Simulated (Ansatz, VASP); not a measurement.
**Two plane-wave programs on Ti**

File POSCAR:

```
Ti
1.0
    0.0000000000      2.1112000000      1.9488000000
    2.1112000000      0.0000000000      1.9488000000
    2.1112000000      2.1112000000      0.0000000000
Ti
1
Direct
    0.0000000000      0.0000000000      0.0000000000
```

The input INCAR.step1:

```
SYSTEM = Ti
  PREC = Accurate
  ENCUT = 520
  ISMEAR = 0
  SIGMA = 0.15
  LREAL = .False.
  LASPH = .True.
  NELM = 60
  NBANDS = 12
  GGA = PE
  ALGO = Normal
  EDIFF = 1E-4
  LWAVE = .True.
  LCHARG = .False.
```

INCAR.step2

```
SYSTEM = Ti
  PREC = Accurate
  ENCUT = 520
  EDIFF = 1E-6
  ISMEAR = 0
  SIGMA = 0.15
  LREAL = .False.
  LASPH = .True.
  NELM = 60
  ALGO = Normal
  ISIF = 2
  LWAVE = .False.
  LCHARG = .False.
  METAGGA = R2SCAN
  LMIXTAU = .True.
  NBANDS = 12
  ISTART = 1
```

The input KPOINTS:

```
regular mesh
0
Gamma
  20 20 20
  0 0 0
```

Input for Ansatz:

```yaml
crystal:
  lattice:
    - [0.0, 2.1112, 1.9488]
    - [2.1112, 0.0, 1.9488]
    - [2.1112, 2.1112, 0.0]
  atoms:
    - { symbol: Ti, position: [0.0, 0.0, 0.0] }
basis:
  ecutwfc: 500
kpoints:
  mp_grid: { grid: [20, 20, 20] }
hamiltonian:
  xc: r2scan
scf:
  occupations: { method: gaussian, width: 0.15 }
output:
  forces: true
  stress: true
  eigenvalues: true
```

Change from the starting cell: strain +0.040 along x and y, -0.040 along z, atoms carried along.

Alike in both runs: task single point; functional r2SCAN; k mesh 20 × 20 × 20; occupations gaussian, width 0.15 eV; no spin polarisation.

```csv
,VASP,Ansatz
version,VASP 6.6.1,Ansatz 0.2.0
potentials or method,"VASP PAW PBE potentials, release 64 (Ti_sv), cutoff 520 eV","scalar-relativistic, plane waves, PAW"
valence electrons in the cell,12,12
```

VASP gave:

```
gap on the k mesh at the Fermi level (eV)                     : none
pressure (GPa)                                                : 0.3
traceless stress, the component that is largest in VASP (GPa) : 1.68
```

Task: Estimate Ansatz's values.

Result: gap on the k mesh at the Fermi level (eV): none; pressure (GPa): -0.1; traceless stress, the component that is largest in VASP (GPa): 1.68.

VASP's potentials were made for PBE, not for r2SCAN. A gap of «none» marks a metal or a gap that the smearing closes.
